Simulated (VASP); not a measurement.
# Si (Fd-3m) in VASP: single point with LDA

Aim: the single point of Si with LDA.

Program: VASP 6.6.1. These are calculated values, not measurements. Logs are shortened: lines on timing, memory, paths and dates and some standing lists are left out, and cuts for length are marked.

## Step 1: The cell of the first run

The structure is cubic, space group Fd-3m (No. 227). The conventional cell has a = 5.431 Å, b = 5.431 Å, c = 5.431 Å, α = 90.00°, β = 90.00°, γ = 90.00°. Si (site symmetry -43m) has 4 Si at 2.35 Å within 3.1 Å.

## Step 2: Single point, LDA

INCAR reads:

```
ALGO     = Normal         # electronic algorithm
EDIFF    = 1E-6           # SCF threshold, eV
ENCUT    = 500            # plane-wave cutoff, eV
GGA      = CA             # functional
GGA_COMPAT= F            
ISIF     = 2              # what is computed and relaxed
ISMEAR   = 0              # smearing method
LASPH    = T              # aspherical terms in the spheres
LCHARG   = F              # write CHGCAR
LREAL    = F              # projectors in reciprocal space
LWAVE    = F              # write WAVECAR
NBANDS   = 11             # bands
NELM     = 120            # most SCF steps
PREC     = Accurate       # precision mode
SIGMA    = 0.01           # smearing width, eV
```

KPOINTS reads:

```
k-points
0
Gamma
  8 8 8
```

POSCAR reads:

```
Si
1.0
    0.0000000000      2.7155000000      2.7155000000
    2.7155000000      0.0000000000      2.7155000000
    2.7155000000      2.7155000000      0.0000000000
Si
2
Direct
    0.0000000000      0.0000000000      0.0000000000
    0.2500000000      0.2500000000      0.2500000000
```

Potentials or basis: VASP PAW LDA potentials, release 64 (Si).

On the command line:

```sh
$ cat potpaw_LDA.64/Si/POTCAR > POTCAR
$ mpirun -np 1 vasp_std > vasp.out
```

OUTCAR:

```text
EDIFF = 1E-6
   ENCUT = 500
   GGA = CA
   ISIF = 2
   ISMEAR = 0
   LASPH = T
   LREAL = F
   NELM = 120
   PREC = Accurate

 ion  position               nearest neighbor table
   1  0.000  0.000  0.000-   2 2.35   2 2.35   2 2.35   2 2.35
   2  0.250  0.250  0.250-   1 2.35   1 2.35   1 2.35   1 2.35

  LATTYP: Found a face centered cubic cell.
 ALAT       =     5.4310000000

  Lattice vectors:

 A1 = (   0.0000000000,   2.7155000000,   2.7155000000)
 A2 = (   2.7155000000,   0.0000000000,   2.7155000000)
 A3 = (   2.7155000000,   2.7155000000,   0.0000000000)

Analysis of symmetry for initial positions (statically):
=====================================================================
 Subroutine PRICEL returns:
 Original cell was already a primitive cell.

 Routine SETGRP: Setting up the symmetry group for a
 face centered cubic supercell.

 Subroutine GETGRP returns: Found 48 space group operations
 (whereof 24 operations were pure point group operations)
 out of a pool of 48 trial point group operations.

The static configuration has the point symmetry T_d .
 The point group associated with its full space group is O_h .

Analysis of symmetry for dynamics (positions and initial velocities):
=====================================================================
 Subroutine PRICEL returns:
 Original cell was already a primitive cell.

 Routine SETGRP: Setting up the symmetry group for a
 face centered cubic supercell.

 Subroutine GETGRP returns: Found 48 space group operations
 (whereof 24 operations were pure point group operations)
 out of a pool of 48 trial point group operations.

The dynamic configuration has the point symmetry T_d .
 The point group associated with its full space group is O_h .

 Subroutine INISYM returns: Found 48 space group operations
 (whereof 24 operations are pure point group operations),
 and found     1 'primitive' translations

----------------------------------------------------------------------------------------

                                     Primitive cell

  volume of cell :      40.0479

  direct lattice vectors                    reciprocal lattice vectors
     0.000000000  2.715500000  2.715500000    -0.184128153  0.184128153  0.184128153
     2.715500000  0.000000000  2.715500000     0.184128153 -0.184128153  0.184128153
     2.715500000  2.715500000  0.000000000     0.184128153  0.184128153 -0.184128153

  length of vectors
     3.840296929  3.840296929  3.840296929     0.318919316  0.318919316  0.318919316

  position of ions in fractional coordinates (direct lattice)
     0.000000000  0.000000000  0.000000000
     0.250000000  0.250000000  0.250000000

  ion indices of the primitive-cell ions
   primitive index   ion index
                 1           1
                 2           2

----------------------------------------------------------------------------------------

 KPOINTS: k-points

Automatic generation of k-mesh.
 Grid dimensions read from file:
 generate k-points for:    8    8    8

 Generating k-lattice:

  Cartesian coordinates                     Fractional coordinates (reciprocal lattice)
    -0.023016019  0.023016019  0.023016019     0.125000000  0.000000000  0.000000000
     0.023016019 -0.023016019  0.023016019     0.000000000  0.125000000  0.000000000
     0.023016019  0.023016019 -0.023016019     0.000000000  0.000000000  0.125000000

  Length of vectors
     0.039864915  0.039864915  0.039864915

  Shift w.r.t. Gamma in fractional coordinates (k-lattice)
     0.000000000  0.000000000  0.000000000

 Subroutine IBZKPT returns following result:
 ===========================================

 Found     29 irreducible k-points:

 Following reciprocal coordinates:
            Coordinates               Weight
  0.000000  0.000000  0.000000      1.000000
  0.125000  0.000000  0.000000      8.000000
  0.250000  0.000000  0.000000      8.000000
  0.375000  0.000000  0.000000      8.000000
  0.500000  0.000000  0.000000      4.000000
  0.125000  0.125000  0.000000      6.000000
[... 16 lines left out ...]
  0.500000  0.250000  0.125000     48.000000
 -0.375000  0.250000  0.125000     24.000000
 [... further k-points ...]
   k-points           NKPTS =     29   k-points in BZ     NKDIM =     29   number of bands    NBANDS=     11
   number of dos      NEDOS =    301   number of ions     NIONS =      2
   total plane-waves  NPLWV =  21952
   dimension x,y,z NGX =    28 NGY =   28 NGZ =   28
   dimension x,y,z NGXF=    56 NGYF=   56 NGZF=   56
   ions per type =               2
   NGX,Y,Z   is equivalent  to a cutoff of  12.12, 12.12, 12.12 a.u.
   NGXF,Y,Z  is equivalent  to a cutoff of  24.24, 24.24, 24.24 a.u.
 SYSTEM =  unknown system
   PREC   = accura    normal or accurate (medium, high low for compatibility)
   ISTART =      0    job   : 0-new  1-cont  2-samecut
   ICHARG =      2    charge: 1-file 2-atom 10-const
   ISPIN  =      1    spin polarized calculation?
   LNONCOLLINEAR =      F non collinear calculations
   LSORBIT =      F    spin-orbit coupling
   LASPH  =      T    aspherical Exc in radial PAW
   ENCUT  =  500.0 eV  36.75 Ry    6.06 a.u.   7.00  7.00  7.00*2*pi/ulx,y,z
   NELM   =    120;   NELMIN=  2; NELMDL= -5     # of ELM steps
   EDIFF  = 0.1E-05   stopping-criterion for ELM
   LREAL  =      F    real-space projection
   EDIFFG = 0.1E-04   stopping-criterion for IOM
   NSW    =      0    number of steps for IOM
   IBRION =     -1    ionic relax: 0-MD 1-quasi-New 2-CG
   NFREE  =      0    steps in history (QN), initial steepest desc. (CG)
   ISIF   =      2    stress and relaxation
   ISYM   =      2    0-nonsym 1-usesym 2-fastsym
   POTIM  = 0.5000    time-step for ionic-motion
   TEBEG  =    0.0;   TEEND  =   0.0 temperature during run
   PSTRESS=    0.0 pullay stress
   NELECT =       8.0000    total number of electrons
   NUPDOWN=      -1.0000    fix difference up-down
   EMIN   =  10.00;   EMAX   =-10.00  energy-range for DOS
   EFERMI =   0.00;   METHOD = LEGACY
   ISMEAR =     0;   SIGMA  =   0.01  broadening in eV -4-tet -1-fermi 0-gaus
   EFERMI_NEDOS =   21; number of points for ismear=-14 and -15
   IALGO  =     38    algorithm
   IMIX   =      4    mixing-type and parameters
     AMIX     =   0.40;   BMIX     =  1.00
     AMIX_MAG =   1.60;   BMIX_MAG =  1.00
  volume/ion in A,a.u.               =      20.02       135.13
  Fermi-wavevector in a.u.,A,eV,Ry     =   0.956999  1.808467 12.460868  0.915848
  Thomas-Fermi vector in A             =   2.085978
   LORBIT       =      0    0 simple, 1 ext, 2 COOP (PROOUT), +10 PAW based schemes
   GGA     = CA    functional components
   LHFCALC =     F    Hartree Fock is set to
   AEXX    =    0.0000 exact exchange contribution
   IVDW    =     0    specifies the selected vdW correction
   LEPSILON=     F    determine dielectric tensor
   LRPA    =     F    only Hartree local field effects (RPA)
 non-spin polarized calculation
 Gauss-broadening in eV      SIGMA  =   0.01
  energy-cutoff  :      500.00
  volume of cell :       40.05
 maximum number of plane-waves:      1036
   NGX = 13   NGY = 13   NGZ = 13

 number of electron       8.0000001 magnetization

 Free energy of the ion-electron system (eV)
  ---------------------------------------------------
  ext. energy  EPLUGINS =         0.00000000
  ---------------------------------------------------
  free energy    TOTEN  =       -11.91274917 eV

  energy without entropy =      -11.91274917  energy(sigma->0) =      -11.91274917

 E-fermi :   5.8893     XC(G=0):  -9.6045

 val. band max:        5.7697531566   @ k =   0.0000   0.0000   0.0000
 cond. band min:       6.2840698817   @ k =   0.3750   0.3750   0.0000
 fundamental gap:      0.5143167251
 Fermi energy:         5.8892611877

 k-point     1 :       0.0000    0.0000    0.0000
  band No.  band energies     occupation
      1      -6.1868      2.00000
      2       5.7698      2.00000
      3       5.7698      2.00000
      4       5.7698      2.00000
      5       8.2930      0.00000
      6       8.2930      0.00000
      7       8.2930      0.00000
      8       8.9768      0.00000
      9      13.4451      0.00000
     10      13.4964      0.00000
     11      13.4964      0.00000

 k-point     2 :       0.1250    0.0000    0.0000
  band No.  band energies     occupation
      1      -5.9826      2.00000
      2       4.1575      2.00000
      3       5.4802      2.00000
      4       5.4802      2.00000
      5       8.1907      0.00000
      6       8.7170      0.00000
      7       8.7170      0.00000
      8      10.3493      0.00000
      9      12.9914      0.00000
     10      12.9914      0.00000
     11      14.2513      0.00000

 k-point     3 :       0.2500    0.0000    0.0000
  band No.  band energies     occupation
      1      -5.3867      2.00000
      2       1.8271      2.00000
      3       5.0107      2.00000
      4       5.0107      2.00000
      5       7.6967      0.00000
      6       9.2315      0.00000
      7       9.2315      0.00000
      8      12.5328      0.00000
      9      12.9312      0.00000
     10      12.9312      0.00000
     11      14.5408      0.00000

 k-point     4 :       0.3750    0.0000    0.0000
  band No.  band energies     occupation
      1      -4.4910      2.00000
      2      -0.1940      2.00000
      3       4.6856      2.00000
      4       4.6856      2.00000
      5       7.3269      0.00000
      6       9.1732      0.00000
      7       9.1732      0.00000
      8      13.4465      0.00000
      9      14.3077      0.00000
     10      14.3077      0.00000
     11      15.2551      0.00000
[... 239 lines left out ...]
 k-point    22 :       0.3750    0.2500    0.1250
  band No.  band energies     occupation
      1      -4.8569      2.00000
      2       1.4729      2.00000
      3       3.0383      2.00000
      4       4.3384      2.00000
      5       8.1440      0.00000
      6       9.5861      0.00000
      7       9.8861      0.00000
      8      11.2073      0.00000
      9      13.4891      0.00000
     10      15.9313      0.00000
     11      16.6487      0.00000

 k-point    23 :       0.5000    0.2500    0.1250
  band No.  band energies     occupation
      1      -3.9671      2.00000
      2      -0.0791      2.00000
      3       2.4274      2.00000
      4       3.8339      2.00000
      5       8.5662      0.00000
      6       9.2458      0.00000
      7      10.7007      0.00000
      8      11.6383      0.00000
      9      14.7089      0.00000
     10      15.3731      0.00000
     11      17.6249      0.00000

 k-point    24 :      -0.3750    0.2500    0.1250
  band No.  band energies     occupation
      1      -3.3111      2.00000
      2      -1.0280      2.00000
      3       2.2987      2.00000
      4       3.6034      2.00000
      5       8.7550      0.00000
      6       8.8194      0.00000
      7      11.6129      0.00000
      8      12.7957      0.00000
      9      13.0669      0.00000
     10      16.2467      0.00000
     11      17.3484      0.00000

 [... further k-points ...]
[... 5 lines left out ...]
  --------------------------------------------------------------------------------------
  -------------------------------------------------------------------------------------
  Total       -0.3634716     -0.3634716     -0.3634716     -0.0000000      0.0000000      0.0000000
  in kB      -14.5412484    -14.5412484    -14.5412484     -0.0000000      0.0000000      0.0000000
  external PRESSURE =     -14.5412484 kB  Pullay stress =       0.0000000 kB

 VOLUME and BASIS-vectors are now :
 -----------------------------------------------------------------------------
  energy-cutoff  :      500.00
  volume of cell :       40.05
      direct lattice vectors                 reciprocal lattice vectors
     0.000000000  2.715500000  2.715500000    -0.184128153  0.184128153  0.184128153
     2.715500000  0.000000000  2.715500000     0.184128153 -0.184128153  0.184128153
     2.715500000  2.715500000  0.000000000     0.184128153  0.184128153 -0.184128153

 POSITION                                       TOTAL-FORCE (eV/Angst)
 -----------------------------------------------------------------------------------
      0.00000      0.00000      0.00000        -0.000000     -0.000000      0.000000
      1.35775      1.35775      1.35775         0.000000      0.000000     -0.000000
 -----------------------------------------------------------------------------------
    total drift:                                0.000000      0.000000     -0.000000

  FREE ENERGIE OF THE ION-ELECTRON SYSTEM (eV)
  ---------------------------------------------------
  free  energy   TOTEN  =       -11.9127491730 eV

  energy  without entropy=      -11.9127491730  energy(sigma->0) =      -11.91274917
```

It took 7.2 s on 1 thread of Intel Xeon 6975P-C, shared host; peak memory 0.13 GiB.

What came out:

```
Free energy            : -11.9127 eV
Pressure               : -1.5 GPa
Band gap on the k mesh : 0.51 eV, indirect (least direct gap 2.52 eV)
```
